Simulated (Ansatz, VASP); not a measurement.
Two plane-wave programs on CaO

The input INCAR:

```
SYSTEM = CaO
PREC = Accurate
ENCUT = 910
EDIFF = 1E-6
ISMEAR = 0
SIGMA = 0.01
LREAL = .FALSE.
LASPH = .TRUE.
NELM = 120
ALGO = Normal
ISIF = 2
LWAVE = .FALSE.
LCHARG = .TRUE.
LELF = .TRUE.
LVHAR = .TRUE.
NBANDS = 15
GGA_COMPAT = .FALSE.
```

Contents of KPOINTS:

```
Automatic mesh
0
G
  8 8 8
  0 0 0
```

The input POSCAR:

```
CaO
1.0
    0.0000000000      2.3539498109      2.3539498109
    2.3539498109      0.0000000000      2.3539498109
    2.3539498109      2.3539498109      0.0000000000
Ca O
1 1
Direct
    0.0000000000      0.0000000000      0.0000000000
    0.5000000000      0.5000000000      0.5000000000
```

Input for Ansatz:

```yaml
crystal:
  lattice:
    - [0.0, 2.35394981088, 2.35394981088]
    - [2.35394981088, 0.0, 2.35394981088]
    - [2.35394981088, 2.35394981088, 0.0]
  atoms:
    - { symbol: Ca, position: [0.0, 0.0, 0.0] }
    - { symbol: O, position: [0.5, 0.5, 0.5] }
kpoints:
  mp_grid: { grid: [8, 8, 8] }
scf:
  occupations: { method: fixed }
hamiltonian:
  xc: lda
  pseudopotentials: { kind: paw }
output:
  forces: true
  stress: true
  eigenvalues: true
  eigenstates:
    nscf_kmesh: { grid: [14, 14, 14] }
    de_dk: true
    e_range: [-9, 13.45058130632]
  optics:
    e_range: [0, 20]
    de: 0.2
    sigma: 0.2
    bands: { spectra_wanted_up_to: 20 }
    nscf_kmesh: { grid: [14, 14, 14] }
checkpoint:
  write: ck
  write_wavefunctions: false
```

Alike in both runs: task single point; functional LDA; k mesh 8 × 8 × 8; no spin polarisation.

|  | VASP | Ansatz |
| --- | --- | --- |
| version | VASP 6.6.1 | Ansatz 0.2.0 |
| potentials or method | VASP PAW LDA potentials, release 64 (Ca_sv, O_h) | PAW with Ansatz's default frozen-core files, scalar-relativistic |
| plane-wave cutoff (eV) | 910 | 420 |
| occupations | gaussian, width 0.01 eV | fixed |
| valence electrons in the cell | 16 | 16 |

VASP gave:

| Item | Value |
| --- | --- |
| gap on the k mesh at the Fermi level (eV) | 3.42 |

Q: Which values does Ansatz return?

A: gap on the k mesh at the Fermi level (eV): 3.45.

LDA's correlation is that of Perdew and Zunger in VASP and of Perdew and Wang (1992) in Ansatz.

Noted on VASP's run: the cutoff is short for stress, so the pressure is rough.
